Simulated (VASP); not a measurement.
# Zn (Fm-3m) in VASP: notebook

The runs below take Zn through relaxation of cell and atoms, with PBE.

Everything below comes from runs of VASP 6.6.1. Logs are shortened: lines on timing, memory, paths and dates and some standing lists are left out, and cuts for length are marked.

**1. The cell of the first run**

It takes space group Fm-3m (No. 225, cubic). Conventional cell: a = 3.519 Å, b = 3.519 Å, c = 3.519 Å, α = 90.00°, β = 90.00°, γ = 90.00°. Zn (site symmetry m-3m) has 12 Zn at 2.49 Å within 3.3 Å.

**2. Relaxation of cell and atoms, PBE, target pressure 54 GPa, at which the enthalpy is minimised**

INCAR

```
SYSTEM = Zn
PREC     = Accurate       ! precision mode
ENCUT    = 600            ! plane-wave cutoff, eV
EDIFF    = 1E-6           ! SCF threshold, eV
ISMEAR   = -1             ! smearing method
SIGMA    = 0.05           ! smearing width, eV
LREAL    = .False.        ! projectors in reciprocal space
LASPH    = .True.         ! aspherical terms in the spheres
NELM     = 80             ! most SCF steps
ALGO     = Normal         ! electronic algorithm
ISIF     = 3              ! what is computed and relaxed
LWAVE    = .False.        ! write WAVECAR
LCHARG   = .False.        ! write CHGCAR
GGA      = PE             ! functional
IBRION   = 2              ! ionic algorithm
NSW      = 60             ! ionic steps
EDIFFG   = -0.005         ! ionic threshold
PSTRESS  = 540.0
```

KPOINTS

```
regular mesh
0
Gamma
  19 19 19
  0 0 0
```

POSCAR

```
Zn
1.0
    0.0000000000      1.7594507744      1.7594507744
    1.7594507744      0.0000000000      1.7594507744
    1.7594507744      1.7594507744      0.0000000000
Zn
1
Direct
    0.0000000000      0.0000000000      0.0000000000
```

Potentials or basis: VASP PAW PBE potentials, release 64 (Zn).

Started as:

```console
cat potpaw_PBE.64/Zn/POTCAR > POTCAR
mpirun -np 1 vasp_std > vasp.out
```

OUTCAR:

```text
SYSTEM = Zn
   PREC = Accurate
   ENCUT = 600
   EDIFF = 1E-6
   ISMEAR = -1
   LREAL = .False.
   LASPH = .True.
   NELM = 80
   ISIF = 3
   GGA = PE
   IBRION = 2
   NSW = 60
   EDIFFG = -0.005
   PSTRESS = 540.0

 ion  position               nearest neighbor table
   1  0.000  0.000  0.000-

  LATTYP: Found a face centered cubic cell.
 ALAT       =     3.5189015488

  Lattice vectors:

 A1 = (   0.0000000000,   1.7594507744,   1.7594507744)
 A2 = (   1.7594507744,   0.0000000000,   1.7594507744)
 A3 = (   1.7594507744,   1.7594507744,   0.0000000000)

Analysis of symmetry for initial positions (statically):
=====================================================================
 Subroutine PRICEL returns:
 Original cell was already a primitive cell.

 Routine SETGRP: Setting up the symmetry group for a
 face centered cubic supercell.

 Subroutine GETGRP returns: Found 48 space group operations
 (whereof 48 operations were pure point group operations)
 out of a pool of 48 trial point group operations.

The static configuration has the point symmetry O_h .

Analysis of symmetry for dynamics (positions and initial velocities):
=====================================================================
 Subroutine PRICEL returns:
 Original cell was already a primitive cell.

 Routine SETGRP: Setting up the symmetry group for a
 face centered cubic supercell.

 Subroutine GETGRP returns: Found 48 space group operations
 (whereof 48 operations were pure point group operations)
 out of a pool of 48 trial point group operations.

The dynamic configuration has the point symmetry O_h .

 Subroutine INISYM returns: Found 48 space group operations
 (whereof 48 operations are pure point group operations),
 and found     1 'primitive' translations

----------------------------------------------------------------------------------------

                                     Primitive cell

  volume of cell :      10.8933

  direct lattice vectors                    reciprocal lattice vectors
     0.000000000  1.759450774  1.759450774    -0.284179590  0.284179590  0.284179590
     1.759450774  0.000000000  1.759450774     0.284179590 -0.284179590  0.284179590
     1.759450774  1.759450774  0.000000000     0.284179590  0.284179590 -0.284179590

  length of vectors
     2.488239147  2.488239147  2.488239147     0.492213489  0.492213489  0.492213489

  position of ions in fractional coordinates (direct lattice)
     0.000000000  0.000000000  0.000000000

  ion indices of the primitive-cell ions
   primitive index   ion index
                 1           1

----------------------------------------------------------------------------------------

 KPOINTS: regular mesh

Automatic generation of k-mesh.
 Grid dimensions read from file:
 generate k-points for:   19   19   19

 Generating k-lattice:

  Cartesian coordinates                     Fractional coordinates (reciprocal lattice)
    -0.014956821  0.014956821  0.014956821     0.052631579  0.000000000  0.000000000
     0.014956821 -0.014956821  0.014956821     0.000000000  0.052631579  0.000000000
     0.014956821  0.014956821 -0.014956821     0.000000000  0.000000000  0.052631579

  Length of vectors
     0.025905973  0.025905973  0.025905973

  Shift w.r.t. Gamma in fractional coordinates (k-lattice)
     0.000000000  0.000000000  0.000000000

 Subroutine IBZKPT returns following result:
 ===========================================

 Found    220 irreducible k-points:

 Following reciprocal coordinates:
            Coordinates               Weight
  0.000000  0.000000  0.000000      1.000000
  0.052632  0.000000  0.000000      8.000000
  0.105263  0.000000  0.000000      8.000000
  0.157895  0.000000  0.000000      8.000000
  0.210526  0.000000  0.000000      8.000000
  0.263158  0.000000  0.000000      8.000000
[... 16 lines left out ...]
 -0.315789  0.052632  0.000000     24.000000
 -0.263158  0.052632  0.000000     24.000000
 [... further k-points ...]
   k-points           NKPTS =    220   k-points in BZ     NKDIM =    220   number of bands    NBANDS=     10
   number of dos      NEDOS =    301   number of ions     NIONS =      1
   total plane-waves  NPLWV =   8000
   dimension x,y,z NGX =    20 NGY =   20 NGZ =   20
   dimension x,y,z NGXF=    40 NGYF=   40 NGZF=   40
   ions per type =               1
   NGX,Y,Z   is equivalent  to a cutoff of  13.36, 13.36, 13.36 a.u.
   NGXF,Y,Z  is equivalent  to a cutoff of  26.73, 26.73, 26.73 a.u.
 SYSTEM =  Zn
   PREC   = accura    normal or accurate (medium, high low for compatibility)
   ISTART =      0    job   : 0-new  1-cont  2-samecut
   ICHARG =      2    charge: 1-file 2-atom 10-const
   ISPIN  =      1    spin polarized calculation?
   LNONCOLLINEAR =      F non collinear calculations
   LSORBIT =      F    spin-orbit coupling
   LASPH  =      T    aspherical Exc in radial PAW
   ENCUT  =  600.0 eV  44.10 Ry    6.64 a.u.   4.97  4.97  4.97*2*pi/ulx,y,z
   NELM   =     80;   NELMIN=  2; NELMDL= -5     # of ELM steps
   EDIFF  = 0.1E-05   stopping-criterion for ELM
   LREAL  =      F    real-space projection
   EDIFFG = -.5E-02   stopping-criterion for IOM
   NSW    =     60    number of steps for IOM
   IBRION =      2    ionic relax: 0-MD 1-quasi-New 2-CG
   NFREE  =      1    steps in history (QN), initial steepest desc. (CG)
   ISIF   =      3    stress and relaxation
   ISYM   =      2    0-nonsym 1-usesym 2-fastsym
   POTIM  = 0.5000    time-step for ionic-motion
   TEBEG  =    0.0;   TEEND  =   0.0 temperature during run
   PSTRESS=  540.0 pullay stress
   NELECT =      12.0000    total number of electrons
   NUPDOWN=      -1.0000    fix difference up-down
   EMIN   =  10.00;   EMAX   =-10.00  energy-range for DOS
   EFERMI =   0.00;   METHOD = LEGACY
   ISMEAR =    -1;   SIGMA  =   0.05  broadening in eV -4-tet -1-fermi 0-gaus
   EFERMI_NEDOS =   21; number of points for ismear=-14 and -15
   IALGO  =     38    algorithm
   IMIX   =      4    mixing-type and parameters
     AMIX     =   0.40;   BMIX     =  1.00
     AMIX_MAG =   1.60;   BMIX_MAG =  1.00
  volume/ion in A,a.u.               =      10.89        73.51
  Fermi-wavevector in a.u.,A,eV,Ry     =   1.690758  3.195069 38.894468  2.858663
  Thomas-Fermi vector in A             =   2.772647
   LORBIT       =      0    0 simple, 1 ext, 2 COOP (PROOUT), +10 PAW based schemes
   GGA     = PE    functional components
   LHFCALC =     F    Hartree Fock is set to
   AEXX    =    0.0000 exact exchange contribution
   IVDW    =     0    specifies the selected vdW correction
   LEPSILON=     F    determine dielectric tensor
   LRPA    =     F    only Hartree local field effects (RPA)
 conjugate gradient relaxation of ions
 non-spin polarized calculation
  energy-cutoff  :      600.00
  volume of cell :       10.89
 maximum number of plane-waves:       375
   NGX =  9   NGY =  9   NGZ =  9

--------------------------------------- Ionic step        1  -------------------------------------------

 number of electron      11.9999986 magnetization

 Free energy of the ion-electron system (eV)
  ---------------------------------------------------
  ext. energy  EPLUGINS =         0.00000000
  ---------------------------------------------------
  free energy    TOTEN  =        -0.55662011 eV

  energy without entropy =       -0.55459923  energy(sigma->0) =       -0.55560967

------------------------ aborting loop because EDIFF is reached ----------------------------------------

  FORCE on cell =-STRESS in cart. coord.  units (eV):
  Direction    XX          YY          ZZ          XY          YZ          ZX
  --------------------------------------------------------------------------------------
  -------------------------------------------------------------------------------------
  Total        3.7237053      3.7237053      3.7237053      0.0000000      0.0000000     -0.0000000
  in kB      547.6770309    547.6770309    547.6770309      0.0000000      0.0000000     -0.0000000
  external PRESSURE =       7.6770309 kB  Pullay stress =     540.0000000 kB
[... 59 lines left out ...]
  enthalpy is  TOTEN    =         3.1150819403 eV   P V=        3.6993141998

--------------------------------------- Ionic step        3  -------------------------------------------

 number of electron      11.9999986 magnetization

 Free energy of the ion-electron system (eV)
  ---------------------------------------------------
  ext. energy  EPLUGINS =         0.00000000
  ---------------------------------------------------
  free energy    TOTEN  =        -0.56589013 eV

  energy without entropy =       -0.56387356  energy(sigma->0) =       -0.56488185

 E-fermi :   6.0543     XC(G=0): -13.4145

 val. band max:        5.9536155786   @ k =  -0.4211   0.2105   0.0000
 cond. band min:       6.0884186612   @ k =  -0.4211   0.2105   0.1053
 fundamental gap:      0.1348030826
 Fermi energy:         6.0543499691

 k-point     1 :       0.0000    0.0000    0.0000
  band No.  band energies     occupation
      1      -7.4941      2.00000
      2      -2.9103      2.00000
      3      -2.9103      2.00000
      4      -2.9103      2.00000
      5      -2.2159      2.00000
      6      -2.2159      2.00000
      7      27.3131      0.00000
      8      29.0927      0.00000
      9      29.0927      0.00000
     10      29.0927      0.00000
[... 287 lines left out ...]
 k-point    24 :      -0.2632    0.0526    0.0000
  band No.  band energies     occupation
      1      -4.9247      2.00000
      2      -2.8638      2.00000
      3      -2.7650      2.00000
      4      -2.7489      2.00000
      5      -2.1525      2.00000
      6      -1.8912      2.00000
      7      13.5461      0.00000
      8      23.2393      0.00000
      9      27.4177      0.00000
     10      27.6714      0.00000

 [... further k-points ...]

------------------------ aborting loop because EDIFF is reached ----------------------------------------

  FORCE on cell =-STRESS in cart. coord.  units (eV):
  Direction    XX          YY          ZZ          XY          YZ          ZX
  --------------------------------------------------------------------------------------
  -------------------------------------------------------------------------------------
  Total        3.6850706      3.6850706      3.6850706      0.0000000      0.0000000      0.0000000
  in kB      540.6393331    540.6393331    540.6393331      0.0000000      0.0000000      0.0000000
  external PRESSURE =       0.6393331 kB  Pullay stress =     540.0000000 kB
[... 16 lines left out ...]
  FREE ENERGIE OF THE ION-ELECTRON SYSTEM (eV)
  ---------------------------------------------------
  free  energy   TOTEN  =        -0.5658901338 eV

  energy  without entropy=       -0.5638735598  energy(sigma->0) =       -0.56488185

  enthalpy is  TOTEN    =         3.1148227152 eV   P V=        3.6807128490

 reached required accuracy - stopping structural energy minimisation
```

Wall time 51 s (1 thread of Intel Xeon 8259CL, shared host); peak memory 0.15 GiB.

What came out:

| Item | Value |
| --- | --- |
| Free energy | -0.5659 eV |
| Relaxed volume | 10.92 Å³/atom |
| Relaxed cell | a = 2.490 Å, b = 2.490 Å, c = 2.490 Å, α = 60.00°, β = 60.00°, γ = 60.00° |
| Space group after relaxing (to 0.05 Å) | Fm-3m (No. 225) |
| Energy change on relaxing (the enthalpy is what falls) | -9.3 meV/atom |
| Ionic steps | 3 |
| Pressure after relaxing | 54.1 GPa |
| Band gap on the k mesh | zero (band 6 reaches 8.07 eV, above the bottom of band 7 at 5.26 eV) |

Step by step:
```csv
step,energy change (eV),largest force (eV/Å),pressure (GPa),volume (Å³)
1,0.0000,0.0000,54.77,10.89
2,-0.0276,0.0000,52.52,10.98
3,-0.0093,0.0000,54.06,10.92
```

Final structure:
```
CELL_PARAMETERS angstrom
0.00000 1.76092 1.76092
1.76092 0.00000 1.76092
1.76092 1.76092 0.00000
ATOMIC_POSITIONS crystal
Zn 0.00000 0.00000 0.00000
```

Caveat: the cell is relaxed towards a set pressure, so the enthalpy falls and the energy may rise.

**3. Relaxation of cell and atoms, PBE, target pressure 54 GPa, at which the enthalpy is minimised**

INCAR

```
PREC = Accurate
ENCUT = 600
EDIFF = 1E-6
ISMEAR = -1
SIGMA = 0.05
LREAL = F
LASPH = T
NELM = 60
ALGO = Normal
ISIF = 3
LWAVE = F
LCHARG = F
GGA = PE
IBRION = 2
NSW = 32
EDIFFG = -0.005
PSTRESS = 540.0
```

KPOINTS

```
Automatic mesh
0
Gamma
  19 19 19
```

POSCAR

```
Zn
1.0
    0.0000000000      1.7591294119      1.7591294119
    1.7591294119      0.0000000000      1.7591294119
    1.7591294119      1.7591294119      0.0000000000
Zn
1
Direct
    0.0000000000      0.0000000000      0.0000000000
```

Potentials or basis: VASP PAW PBE potentials, release 64 (Zn).

Started as:

```console
cat potpaw_PBE.64/Zn/POTCAR > POTCAR
mpirun -np 1 vasp_std > vasp.out
```

Wall time 57 s (1 thread of Intel Xeon 8259CL, shared host); peak memory 0.15 GiB.

The run converged. Its results:

```yaml
Free_energy: -0.5659 eV
Relaxed_volume: 10.92 Å³/atom
Relaxed_cell: a = 2.490 Å, b = 2.490 Å, c = 2.490 Å, α = 60.00°, β = 60.00°, γ = 60.00°
Space_group_after_relaxing_to_0.05_Å: Fm-3m (No. 225)
Energy_change_on_relaxing_the_enthalpy_is_what_falls: -11.3 meV/atom
Ionic_steps: 3
Pressure_after_relaxing: 54.1 GPa
Band_gap_on_the_k_mesh: zero (band 6 reaches 8.07 eV, above the bottom of band 7 at 5.26 eV)
```

The path:
```csv
step,energy change (eV),largest force (eV/Å),pressure (GPa),volume (Å³)
1,0.0000,0.0000,54.94,10.89
2,-0.0336,0.0000,52.19,10.99
3,-0.0113,0.0000,54.07,10.92
```

Final structure:
```
CELL_PARAMETERS angstrom
0.00000 1.76093 1.76093
1.76093 0.00000 1.76093
1.76093 1.76093 0.00000
ATOMIC_POSITIONS crystal
Zn 0.00000 0.00000 0.00000
```

Levels at points of the mesh, in eV from the Fermi level:
```tsv
k point	band 2	band 3	band 4	band 5	band 6	band 7	band 8	band 9	band 10
(0.00, 0.00, 0.00)	-8.96	-8.96	-8.96	-8.27	-8.27	21.26	23.04	23.04	23.04
```

Caveat: the cell is relaxed towards a set pressure, so the enthalpy falls and the energy may rise.
